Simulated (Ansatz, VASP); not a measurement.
# One calculation of BN, two programs

```
CELL_PARAMETERS angstrom
0.00000 1.80481 1.80481
1.80481 0.00000 1.80481
1.80481 1.80481 0.00000
ATOMIC_POSITIONS crystal
B 0.00000 0.00000 0.00000
N 0.75000 0.75000 0.75000
```

Alike in both runs: functional r2SCAN; k mesh 12 × 12 × 12; occupations gaussian, width 0.02 eV; no spin polarisation.

Ansatz relaxed the structure, and its values are those at the end. VASP's run is a single point on that final structure, the one shown.

```csv
,VASP,Ansatz
version,VASP 6.6.1,Ansatz 0.2.0
potentials or method,"VASP PAW PBE potentials, release 64 (B, N), cutoff 520 eV","scalar-relativistic, plane waves, PAW"
valence electrons in the cell,8,8
```

VASP gave:

```
gap on the k mesh at the Fermi level (eV) : 4.98
least direct gap on the mesh (eV)         : 9.55
pressure (GPa)                            : 1.2
```

What did Ansatz give for the same quantities?

gap on the k mesh at the Fermi level (eV): 5.00; least direct gap on the mesh (eV): 9.59; pressure (GPa): 0.0.

VASP's potentials were made for PBE, not for r2SCAN.
